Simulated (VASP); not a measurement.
# SnSe (Cmcm) in VASP: single point with PBE+D3(BJ)

Aim: the single point of SnSe with PBE+D3(BJ).

All numbers are computed with VASP 6.6.1; they aren't measurements. Logs are shortened: lines on timing, memory, paths and dates and some standing lists are left out, and cuts for length are marked.

## 1. The cell of the first run

Symmetry: Cmcm, No. 63, orthorhombic system. Conventional cell: a = 4.231 Å, b = 11.596 Å, c = 4.229 Å, α = 90.00°, β = 90.00°, γ = 90.00°. Sn (site symmetry m2m) has 7 Se at 2.73 to 3.73 Å and 2 Sn at 3.56 Å within 3.8 Å. Se (site symmetry m2m) has 7 Sn at 2.73 to 3.73 Å and 6 Se at 3.90 to 3.91 Å within 4.0 Å.

## 2. Single point, PBE+D3(BJ)

Contents of INCAR:

```
ALGO     = Normal         # electronic algorithm
EDIFF    = 1E-6           # SCF threshold, eV
ENCUT    = 520            # plane-wave cutoff, eV
GGA      = PE             # functional
ISIF     = 2              # what is computed and relaxed
ISMEAR   = 0              # smearing method
IVDW     = 12             # dispersion correction
LASPH    = True           # aspherical terms in the spheres
LCHARG   = True           # write CHGCAR
LELF     = True           # ELF
LREAL    = False          # projectors in reciprocal space
LVHAR    = True         
LWAVE    = False          # write WAVECAR
NBANDS   = 28             # bands
NELM     = 60             # most SCF steps
PREC     = Accurate       # precision mode
SIGMA    = 0.02           # smearing width, eV
```

Contents of KPOINTS:

```
k-points
0
Gamma
  8 8 6
```

Contents of POSCAR:

```
SnSe
1.0
    2.1153431848     -5.7980482089      0.0000000000
    2.1153431848      5.7980482089      0.0000000000
    0.0000000000      0.0000000000      4.2291200303
Sn Se
2 2
Direct
    0.8766152857      0.1233847143      0.2500000000
    0.1233847143      0.8766152857      0.7500000000
    0.6411592652      0.3588407348      0.2500000000
    0.3588407348      0.6411592652      0.7500000000
```

Potentials or basis: VASP PAW PBE potentials, release 64 (Sn_d, Se).

Launch:

```console
> cat potpaw_PBE.64/Sn_d/POTCAR potpaw_PBE.64/Se/POTCAR > POTCAR
> mpirun -np 1 vasp_std > vasp.out
```

OUTCAR:

```text
EDIFF = 1E-6
   ENCUT = 520
   GGA = PE
   ISIF = 2
   ISMEAR = 0
   IVDW = 12
   LASPH = True
   LREAL = False
   NELM = 60
   PREC = Accurate
 IVDW          = 12

 ion  position               nearest neighbor table
   1  0.877  0.123  0.250-   3 2.73   4 3.00   4 3.00   4 3.00   4 3.00   2 3.56   2 3.56
   2  0.123  0.877  0.750-   4 2.73   3 3.00   3 3.00   3 3.00   3 3.00   1 3.56   1 3.56
   3  0.641  0.359  0.250-   1 2.73   2 3.00   2 3.00   2 3.00   2 3.00
   4  0.359  0.641  0.750-   2 2.73   1 3.00   1 3.00   1 3.00   1 3.00

  LATTYP: Found a base centered orthorhombic cell.
 ALAT       =     4.2306863696
 B/A-ratio  =     2.7409491994
 C/A-ratio  =     0.9996297671

  Lattice vectors:

 A1 = (   2.1153431848,  -5.7980482089,   0.0000000000)
 A2 = (   2.1153431848,   5.7980482089,   0.0000000000)
 A3 = (   0.0000000000,   0.0000000000,   4.2291200303)

Analysis of symmetry for initial positions (statically):
=====================================================================
 Subroutine PRICEL returns:
 Original cell was already a primitive cell.

 Routine SETGRP: Setting up the symmetry group for a
 base centered orthorhombic supercell.

 Subroutine GETGRP returns: Found  8 space group operations
 (whereof  4 operations were pure point group operations)
 out of a pool of  8 trial point group operations.

The static configuration has the point symmetry C_2h.
 The point group associated with its full space group is D_2h.

Analysis of symmetry for dynamics (positions and initial velocities):
=====================================================================
 Subroutine PRICEL returns:
 Original cell was already a primitive cell.

 Routine SETGRP: Setting up the symmetry group for a
 base centered orthorhombic supercell.

 Subroutine GETGRP returns: Found  8 space group operations
 (whereof  4 operations were pure point group operations)
 out of a pool of  8 trial point group operations.

The dynamic configuration has the point symmetry C_2h.
 The point group associated with its full space group is D_2h.

 Subroutine INISYM returns: Found  8 space group operations
 (whereof  4 operations are pure point group operations),
 and found     1 'primitive' translations

----------------------------------------------------------------------------------------

                                     Primitive cell

  volume of cell :     103.7391

  direct lattice vectors                    reciprocal lattice vectors
     2.115343185 -5.798048209  0.000000000     0.236368266 -0.086235916  0.000000000
     2.115343185  5.798048209  0.000000000     0.236368266  0.086235916  0.000000000
     0.000000000  0.000000000  4.229120030     0.000000000  0.000000000  0.236455809

  length of vectors
     6.171874903  6.171874903  4.229120030     0.251608009  0.251608009  0.236455809

  position of ions in fractional coordinates (direct lattice)
     0.876615286  0.123384714  0.250000000
     0.123384714  0.876615286  0.750000000
     0.641159265  0.358840735  0.250000000
     0.358840735  0.641159265  0.750000000

  ion indices of the primitive-cell ions
   primitive index   ion index
                 1           1
                 2           2
                 3           3
                 4           4

----------------------------------------------------------------------------------------

 KPOINTS: k-points

Automatic generation of k-mesh.
 Grid dimensions read from file:
 generate k-points for:    8    8    6

 Generating k-lattice:

  Cartesian coordinates                     Fractional coordinates (reciprocal lattice)
     0.029546033 -0.010779490  0.000000000     0.125000000 -0.000000000  0.000000000
     0.029546033  0.010779490  0.000000000    -0.000000000  0.125000000  0.000000000
     0.000000000  0.000000000  0.039409302     0.000000000  0.000000000  0.166666667

  Length of vectors
     0.031451001  0.031451001  0.039409302

  Shift w.r.t. Gamma in fractional coordinates (k-lattice)
     0.000000000  0.000000000  0.000000000

 Subroutine IBZKPT returns following result:
 ===========================================

 Found     84 irreducible k-points:

 Following reciprocal coordinates:
            Coordinates               Weight
  0.000000  0.000000  0.000000      1.000000
  0.125000  0.000000  0.000000      4.000000
  0.250000  0.000000  0.000000      4.000000
  0.375000  0.000000  0.000000      4.000000
  0.500000  0.000000  0.000000      2.000000
  0.125000  0.125000  0.000000      2.000000
[... 16 lines left out ...]
  0.125000  0.000000  0.166667      8.000000
  0.250000  0.000000  0.166667      8.000000
 [... further k-points ...]
   k-points           NKPTS =     84   k-points in BZ     NKDIM =     84   number of bands    NBANDS=     28
   number of dos      NEDOS =    301   number of ions     NIONS =      4
   total plane-waves  NPLWV =  73728
   dimension x,y,z NGX =    48 NGY =   48 NGZ =   32
   dimension x,y,z NGXF=    96 NGYF=   96 NGZF=   64
   ions per type =               2   2
   NGX,Y,Z   is equivalent  to a cutoff of  12.93, 12.93, 12.58 a.u.
   NGXF,Y,Z  is equivalent  to a cutoff of  25.86, 25.86, 25.16 a.u.
 SYSTEM =  unknown system
   PREC   = accura    normal or accurate (medium, high low for compatibility)
   ISTART =      0    job   : 0-new  1-cont  2-samecut
   ICHARG =      2    charge: 1-file 2-atom 10-const
   ISPIN  =      1    spin polarized calculation?
   LNONCOLLINEAR =      F non collinear calculations
   LSORBIT =      F    spin-orbit coupling
   LASPH  =      T    aspherical Exc in radial PAW
   ENCUT  =  520.0 eV  38.22 Ry    6.18 a.u.  11.48 11.48  7.86*2*pi/ulx,y,z
   NELM   =     60;   NELMIN=  2; NELMDL= -5     # of ELM steps
   EDIFF  = 0.1E-05   stopping-criterion for ELM
   LREAL  =      F    real-space projection
   EDIFFG = 0.1E-04   stopping-criterion for IOM
   NSW    =      0    number of steps for IOM
   IBRION =     -1    ionic relax: 0-MD 1-quasi-New 2-CG
   NFREE  =      0    steps in history (QN), initial steepest desc. (CG)
   ISIF   =      2    stress and relaxation
   ISYM   =      2    0-nonsym 1-usesym 2-fastsym
   POTIM  = 0.5000    time-step for ionic-motion
   TEBEG  =    0.0;   TEEND  =   0.0 temperature during run
   PSTRESS=    0.0 pullay stress
   NELECT =      40.0000    total number of electrons
   NUPDOWN=      -1.0000    fix difference up-down
   EMIN   =  10.00;   EMAX   =-10.00  energy-range for DOS
   EFERMI =   0.00;   METHOD = LEGACY
   ISMEAR =     0;   SIGMA  =   0.02  broadening in eV -4-tet -1-fermi 0-gaus
   EFERMI_NEDOS =   21; number of points for ismear=-14 and -15
   IALGO  =     38    algorithm
   IMIX   =      4    mixing-type and parameters
     AMIX     =   0.40;   BMIX     =  1.00
     AMIX_MAG =   1.60;   BMIX_MAG =  1.00
  volume/ion in A,a.u.               =      25.93       175.02
  Fermi-wavevector in a.u.,A,eV,Ry     =   1.191555  2.251712 19.317583  1.419802
  Thomas-Fermi vector in A             =   2.327613
   LORBIT       =      0    0 simple, 1 ext, 2 COOP (PROOUT), +10 PAW based schemes
   GGA     = PE    functional components
   LHFCALC =     F    Hartree Fock is set to
   AEXX    =    0.0000 exact exchange contribution
   IVDW    =    12    specifies the selected vdW correction
   LEPSILON=     F    determine dielectric tensor
   LRPA    =     F    only Hartree local field effects (RPA)
 non-spin polarized calculation
 Gauss-broadening in eV      SIGMA  =   0.02
  energy-cutoff  :      520.00
  volume of cell :      103.74
 maximum number of plane-waves:      2830
 NGX is ok and might be reduce to    48
   NGX = 23   NGY = 23   NGZ = 15

 number of electron      40.0000001 magnetization

 Free energy of the ion-electron system (eV)
  ---------------------------------------------------
  ext. energy  EPLUGINS =         0.00000000
  ---------------------------------------------------
  free energy    TOTEN  =       -16.34790087 eV

  energy without entropy =      -16.34790085  energy(sigma->0) =      -16.34790086

 E-fermi :   6.0407     XC(G=0):  -9.8626

 val. band max:        5.9818442727   @ k =   0.5000   0.5000   0.3333
 cond. band min:       6.0972425405   @ k =   0.5000   0.5000   0.0000
 fundamental gap:      0.1153982678
 Fermi energy:         6.0406822445

 k-point     1 :       0.0000    0.0000    0.0000
  band No.  band energies     occupation
      1     -15.6309      2.00000
      2     -15.6284      2.00000
      3     -15.6164      2.00000
      4     -15.6140      2.00000
      5     -15.6090      2.00000
      6     -15.6037      2.00000
[... 20 lines left out ...]
     27      11.1379      0.00000
     28      12.2356      0.00000

 k-point     2 :       0.1250    0.0000    0.0000
  band No.  band energies     occupation
      1     -15.6296      2.00000
      2     -15.6268      2.00000
      3     -15.6186      2.00000
      4     -15.6148      2.00000
      5     -15.6076      2.00000
      6     -15.6008      2.00000
[... 20 lines left out ...]
     27      11.3515      0.00000
     28      12.2095      0.00000

 k-point     3 :       0.2500    0.0000    0.0000
  band No.  band energies     occupation
      1     -15.6265      2.00000
      2     -15.6230      2.00000
      3     -15.6227      2.00000
      4     -15.6174      2.00000
      5     -15.6047      2.00000
      6     -15.5942      2.00000
[... 20 lines left out ...]
     27      11.6871      0.00000
     28      12.6477      0.00000

 k-point     4 :       0.3750    0.0000    0.0000
  band No.  band energies     occupation
      1     -15.6264      2.00000
      2     -15.6232      2.00000
      3     -15.6200      2.00000
      4     -15.6192      2.00000
      5     -15.6020      2.00000
      6     -15.5890      2.00000
[... 578 lines left out ...]
     27      11.1075      0.00000
     28      12.9237      0.00000

 k-point    23 :       0.1250    0.0000    0.1667
  band No.  band energies     occupation
      1     -15.6250      2.00000
      2     -15.6249      2.00000
      3     -15.6211      2.00000
      4     -15.6181      2.00000
      5     -15.6111      2.00000
      6     -15.5932      2.00000
[... 20 lines left out ...]
     27      11.5590      0.00000
     28      12.8442      0.00000

 k-point    24 :       0.2500    0.0000    0.1667
  band No.  band energies     occupation
      1     -15.6273      2.00000
      2     -15.6227      2.00000
      3     -15.6205      2.00000
      4     -15.6193      2.00000
      5     -15.6085      2.00000
      6     -15.5884      2.00000
[... 20 lines left out ...]
     27      12.1779      0.00000
     28      12.8067      0.00000

 [... further k-points ...]

------------------------ aborting loop because EDIFF is reached ----------------------------------------

 Edisp (eV)   -1.49040

 E8    (eV) :    -0.6717

  FORCE on cell =-STRESS in cart. coord.  units (eV):
  Direction    XX          YY          ZZ          XY          YZ          ZX
  --------------------------------------------------------------------------------------
  -------------------------------------------------------------------------------------
  Total      -0.00620     0.05331    -0.01534     0.00000    -0.00000     0.00000
  in kB      -0.09583     0.82334    -0.23695     0.00000    -0.00000     0.00000
  external pressure =        0.16 kB  Pullay stress =        0.00 kB

 VOLUME and BASIS-vectors are now :
 -----------------------------------------------------------------------------
  energy-cutoff  :      520.00
  volume of cell :      103.74
      direct lattice vectors                 reciprocal lattice vectors
     2.115343185 -5.798048209  0.000000000     0.236368266 -0.086235916  0.000000000
     2.115343185  5.798048209  0.000000000     0.236368266  0.086235916  0.000000000
     0.000000000  0.000000000  4.229120030     0.000000000  0.000000000  0.236455809

 POSITION                                       TOTAL-FORCE (eV/Angst)
 -----------------------------------------------------------------------------------
      2.11534     -4.36727      1.05728         0.000000     -0.021236      0.000000
      2.11534      4.36727      3.17184         0.000000      0.021236     -0.000000
      2.11534     -1.63690      1.05728         0.000000      0.017169      0.000000
      2.11534      1.63690      3.17184         0.000000     -0.017169     -0.000000
 -----------------------------------------------------------------------------------
    total drift:                                0.000000      0.000000     -0.000000

  FREE ENERGIE OF THE ION-ELECTRON SYSTEM (eV)
  ---------------------------------------------------
  free  energy   TOTEN  =       -17.8383001624 eV

  energy  without entropy=      -17.8383001422  energy(sigma->0) =      -17.83830015
```

It took 5.6 min on 1 thread of Intel Xeon 8259CL, shared host; peak memory 0.4 GiB.

What came out:

| Property | Result |
| --- | --- |
| Free energy | -17.8383 eV |
| Pressure | 0.0 GPa |
| Largest force | 0.021 eV/Å |
| Band gap on the k mesh | 0.12 eV (least direct gap 0.23 eV) |
| Dispersion energy per atom | -0.373 eV |

Forces on the atoms (eV/Å):
```
Sn   0.000 -0.021  0.000
Sn   0.000  0.021  0.000
Se   0.000  0.017  0.000
Se   0.000 -0.017  0.000
```

Caveat: spin-orbit coupling is left out, which moves the levels of the heavy elements. A k mesh can miss the band edges.
